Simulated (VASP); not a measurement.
# Cu (Fd-3m) in VASP: notebook, part 2 of 2

VASP 6.6.1. Earlier steps stand in the parts before.

### Step 3. Single point, LDA (volume scaled by 1.12)

Contents of INCAR:

```
SYSTEM = Cu
ALGO     = Normal         ! electronic algorithm
EDIFF    = 1E-6           ! SCF threshold, eV
ENCUT    = 520            ! plane-wave cutoff, eV
GGA      = CA             ! functional
ISIF     = 2              ! what is computed and relaxed
ISMEAR   = -1             ! smearing method
LASPH    = .True.         ! aspherical terms in the spheres
LCHARG   = .True.         ! write CHGCAR
LELF     = .True.         ! ELF
LREAL    = .False.        ! projectors in reciprocal space
LVHAR    = .True.       
LWAVE    = .False.        ! write WAVECAR
NBANDS   = 18             ! bands
NELM     = 80             ! most SCF steps
PREC     = Accurate       ! precision mode
SIGMA    = 0.1            ! smearing width, eV
```

Contents of KPOINTS:

```
k-points
0
Gamma
  12 12 12
  0 0 0
```

Contents of POSCAR:

```
Cu
1.0
    0.0000000000      2.6735599800      2.6735599800
    2.6735599800      0.0000000000      2.6735599800
    2.6735599800      2.6735599800      0.0000000000
Cu
2
Direct
    0.1250000000      0.1250000000      0.1250000000
    0.8750000000      0.8750000000      0.8750000000
```

Potentials or basis: VASP PAW LDA potentials, release 64 (Cu).

On the command line:

```sh
$ cat potpaw_LDA.64/Cu/POTCAR > POTCAR
$ mpirun -np 1 vasp_std > vasp.out
```

OUTCAR:

```text
SYSTEM = Cu
   EDIFF = 1E-6
   ENCUT = 520
   GGA = CA
   ISIF = 2
   ISMEAR = -1
   LASPH = .True.
   LREAL = .False.
   NELM = 80
   PREC = Accurate

 ion  position               nearest neighbor table
   1  0.125  0.125  0.125-   2 2.32   2 2.32   2 2.32   2 2.32
   2  0.875  0.875  0.875-   1 2.32   1 2.32   1 2.32   1 2.32

  LATTYP: Found a face centered cubic cell.
 ALAT       =     5.3471199600

  Lattice vectors:

 A1 = (   0.0000000000,   2.6735599800,   2.6735599800)
 A2 = (   2.6735599800,   0.0000000000,   2.6735599800)
 A3 = (   2.6735599800,   2.6735599800,   0.0000000000)

Analysis of symmetry for initial positions (statically):
=====================================================================
 Subroutine PRICEL returns:
 Original cell was already a primitive cell.

 Routine SETGRP: Setting up the symmetry group for a
 face centered cubic supercell.

 Subroutine GETGRP returns: Found 48 space group operations
 (whereof 12 operations were pure point group operations)
 out of a pool of 48 trial point group operations.

The static configuration has the point symmetry D_3d.
[... 155 lines left out ...]
  ---------------------------------------------------
  ext. energy  EPLUGINS =         0.00000000
  ---------------------------------------------------
  free energy    TOTEN  =        -6.89599379 eV

  energy without entropy =       -6.86948300  energy(sigma->0) =       -6.88273839

 E-fermi :   2.4617     XC(G=0): -10.2471

 val. band max:        2.4084107636   @ k =  -0.4167   0.3333   0.0000
 cond. band min:       2.4703166949   @ k =  -0.4167   0.2500   0.0833
 fundamental gap:      0.0619059313
 Fermi energy:         2.4617142022

 k-point     1 :       0.0000    0.0000    0.0000
  band No.  band energies     occupation
      1      -3.7873      2.00000
      2      -0.5114      2.00000
      3      -0.5114      2.00000
      4      -0.5114      2.00000
      5      -0.4779      2.00000
      6      -0.4779      2.00000
[... 481 lines left out ...]
      5      -0.3043      2.00000
      6      -0.1424      2.00000
[... 10 lines left out ...]
     17      15.4235      0.00000
     18      17.7451      0.00000

 [... further k-points ...]
[... 5 lines left out ...]
  --------------------------------------------------------------------------------------
  -------------------------------------------------------------------------------------
  Total       -1.5663777     -1.5663777     -1.5663777      0.0000000     -0.0000000     -0.0000000
  in kB      -65.6609704    -65.6609704    -65.6609704      0.0000000     -0.0000000     -0.0000000
  external PRESSURE =     -65.6609704 kB  Pullay stress =       0.0000000 kB

 VOLUME and BASIS-vectors are now :
 -----------------------------------------------------------------------------
  energy-cutoff  :      520.00
  volume of cell :       38.22
      direct lattice vectors                 reciprocal lattice vectors
     0.000000000  2.673559980  2.673559980    -0.187016564  0.187016564  0.187016564
     2.673559980  0.000000000  2.673559980     0.187016564 -0.187016564  0.187016564
     2.673559980  2.673559980  0.000000000     0.187016564  0.187016564 -0.187016564

 POSITION                                       TOTAL-FORCE (eV/Angst)
 -----------------------------------------------------------------------------------
      0.66839      0.66839      0.66839        -0.000000     -0.000000      0.000000
      4.67873      4.67873      4.67873         0.000000      0.000000     -0.000000
 -----------------------------------------------------------------------------------
    total drift:                                0.000000      0.000000     -0.000000

  FREE ENERGIE OF THE ION-ELECTRON SYSTEM (eV)
  ---------------------------------------------------
  free  energy   TOTEN  =        -6.8959937886 eV

  energy  without entropy=       -6.8694829975  energy(sigma->0) =       -6.88273839
```

OSZICAR:

```text
N       E                     dE             d eps       ncg     rms          rms(c)
DAV:   1     0.134069173431E+03    0.13407E+03   -0.10205E+04  2616   0.186E+03
DAV:   2    -0.191628499057E+01   -0.13599E+03   -0.12833E+03  2598   0.275E+02
DAV:   3    -0.813886564233E+01   -0.62226E+01   -0.60152E+01  2910   0.866E+01
DAV:   4    -0.822963259300E+01   -0.90767E-01   -0.90690E-01  3094   0.111E+01
DAV:   5    -0.823125984174E+01   -0.16272E-02   -0.16272E-02  3226   0.126E+00    0.102E+01
DAV:   6    -0.810944932440E+01    0.12181E+00   -0.15874E+01  3082   0.985E+01    0.725E+00
DAV:   7    -0.690777283059E+01    0.12017E+01   -0.40128E+00  2960   0.476E+01    0.426E-01
DAV:   8    -0.690677989434E+01    0.99294E-03   -0.13171E-01  3758   0.683E+00    0.878E-01
DAV:   9    -0.689619077651E+01    0.10589E-01   -0.40154E-02  3320   0.452E+00    0.126E-01
DAV:  10    -0.689604190625E+01    0.14887E-03   -0.98540E-04  3802   0.536E-01    0.584E-02
DAV:  11    -0.689599339776E+01    0.48508E-04   -0.14976E-04  3584   0.256E-01    0.359E-03
DAV:  12    -0.689599378857E+01   -0.39081E-06   -0.64170E-06  3322   0.292E-02
   1 F= -.68959938E+01 E0= -.68827384E+01  d E =-.265108E-01
```

stdout:

```text
POSCAR found type information on POSCAR Cu
 POSCAR found :  1 types and       2 ions
 scaLAPACK will be used
 LDA part: xc-table for (Slater(with rela. corr.)+CA(PZ))
 , standard interpolation
 POSCAR, INCAR and KPOINTS ok, starting setup
 FFT: planning ... GRIDC
 FFT: planning ... GRID_SOFT
 FFT: planning ... GRID
 WAVECAR not read
 entering main loop
```

Run time: 30 s. Hardware: 1 thread of Intel Xeon Platinum 8488C (Sapphire Rapids), shared host; peak memory 0.16 GiB.

What came out:

- Free energy: -6.8960 eV
- Pressure: -6.6 GPa
- Band gap on the k mesh: zero (band 11 reaches 3.05 eV, above the bottom of band 12 at 2.07 eV)

Levels at points of the mesh, in eV from the Fermi level:
```
           k point  band 9  band 10  band 11  band 12  band 13  band 14
(0.00, 0.00, 0.00)   -1.87    -1.22    -1.22     9.73     9.73     9.73
(0.50, 0.00, 0.00)   -1.42    -1.31    -1.31    -0.39     7.07     7.07
(0.50, 0.50, 0.00)   -1.22    -1.22     0.22     0.22     3.78     3.78
```

Caveat: the cell differs from its parent crystal (volume scaled by 1.12).

### Step 4. Relaxation of cell and atoms, LDA

This run uses another cell than the first one, of 15.94 Å³/atom, 0.865 times its volume.

Contents of INCAR:

```
SYSTEM = Cu
  ALGO = Normal
  EDIFF = 1E-6
  EDIFFG = -0.01
  ENCUT = 600
  GGA = CA
  IBRION = 2
  ISIF = 3
  ISMEAR = -1
  LASPH = .True.
  LCHARG = .False.
  LREAL = .False.
  LWAVE = .False.
  NELM = 100
  NSW = 80
  PREC = Accurate
  SIGMA = 0.1
```

Contents of KPOINTS:

```
k-points
0
Gamma
  11 11 11
  0 0 0
```

Contents of POSCAR:

```
Cu
1.0
    0.0000000000      2.5168736955      2.5168736955
    2.5168736955      0.0000000000      2.5168736955
    2.5168736955      2.5168736955      0.0000000000
Cu
2
Direct
    0.1250000000      0.1250000000      0.1250000000
    0.8750000000      0.8750000000      0.8750000000
```

On the command line:

```sh
$ cat potpaw_LDA.64/Cu/POTCAR > POTCAR
$ mpirun -np 1 vasp_std > vasp.out
```

It took 44 s on 1 thread of Intel Xeon Platinum 8488C (Sapphire Rapids), shared host; peak memory 0.16 GiB.

Results (log left out):

```yaml
Free_energy: -6.9812 eV
Relaxed_volume: 17.19 Å³/atom
Relaxed_cell: a = 3.650 Å, b = 3.650 Å, c = 3.650 Å, α = 60.00°, β = 60.00°, γ = 60.00°
Space_group_after_relaxing_to_0.05_Å: Fd-3m (No. 227)
Energy_gained_by_relaxing: 24.4 meV/atom
Ionic_steps: 3
Pressure_after_relaxing: -0.1 GPa
Band_gap_on_the_k_mesh: zero (band 11 reaches 3.80 eV, above the bottom of band 12 at 3.05 eV)
```

Step by step:
| step | energy change (eV) | largest force (eV/Å) | pressure (GPa) | volume (Å³) |
| --- | --- | --- | --- | --- |
| 1 | 0.0000 | 0.0000 | 6.74 | 31.89 |
| 2 | -0.0451 | 0.0000 | -1.32 | 35.09 |
| 3 | -0.0487 | 0.0000 | -0.06 | 34.38 |

Final structure:
```cif
data_structure
_symmetry_space_group_name_H-M 'P 1'
_symmetry_Int_Tables_number 1
_cell_length_a 3.6497
_cell_length_b 3.6497
_cell_length_c 3.6497
_cell_angle_alpha 60.000
_cell_angle_beta 60.000
_cell_angle_gamma 60.000
_cell_volume 34.38
loop_
_atom_site_label
_atom_site_type_symbol
_atom_site_fract_x
_atom_site_fract_y
_atom_site_fract_z
_atom_site_occupancy
Cu1 Cu 0.12500 0.12500 0.12500 1
Cu2 Cu 0.87500 0.87500 0.87500 1
```

Levels at points of the mesh, in eV from the Fermi level:
| k point | band 8 | band 9 | band 10 | band 11 | band 12 | band 13 | band 14 | band 15 |
| --- | --- | --- | --- | --- | --- | --- | --- | --- |
| (0.00, 0.00, 0.00) | -2.09 | -2.09 | -1.31 | -1.31 | 10.49 | 10.49 | 10.49 | 11.30 |

### Step 5. Overview

| task | cell | k mesh | cutoff (eV) | gap on the mesh (eV) | pressure (GPa) |
| --- | --- | --- | --- | --- | --- |
| single point | a = 3.735 Å, angles 60.0°, 2 atoms | 12 × 12 × 12 | 520 | none | -4.8 |
| single point | a = 3.781 Å, angles 60.0°, 2 atoms | 12 × 12 × 12 | 520 | none | -6.6 |
| relaxation of cell and atoms | relaxed from a = 3.559 Å, angles 60.0°, 2 atoms | 11 × 11 × 11 | 600 | none | -0.1 |

Alike in all rows: level LDA; potentials or basis VASP PAW LDA potentials, release 64 (Cu); no spin polarisation; smearing fermi-dirac 0.1 eV.

Total energies depend on the potentials used, so only differences within one code and one set of settings carry meaning.
